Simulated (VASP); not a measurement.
A run of VASP 6.6.1 is set up as follows.

Contents of INCAR:

```
PREC = Accurate ; ENCUT = 520
EDIFF = 1E-6 ; ISMEAR = 1
SIGMA = 0.0064 ; LREAL = F
LASPH = T ; NELM = 80
ALGO = Normal ; ISIF = 2
LWAVE = F ; LCHARG = F
GGA = PE ; NBANDS = 12
```

Contents of KPOINTS:

```
Automatic mesh
0
Gamma
  8 8 8
```

File POSCAR:

```
Hg
1.0
    0.0000000000      2.2469664880      2.2469664880
    2.2469664880      0.0000000000      2.2469664880
    2.2469664880      2.2469664880      0.0000000000
Hg
1
Direct
    0.0000000000      0.0000000000      0.0000000000
```

Potentials or basis: VASP PAW PBE potentials, release 64 (Hg).

Launch:

```console
$ cat potpaw_PBE.64/Hg/POTCAR > POTCAR
$ mpirun -np 1 vasp_std > vasp.out
```

Question: Estimate the pressure.

Answer: 6.9 GPa.

Question: What does it give for the band gap on the k mesh?

Answer: Zero (band 6 reaches 3.62 eV, above the bottom of band 7 at 1.55 eV).

Caveat: spin-orbit coupling is left out, which moves the levels of the heavy elements.
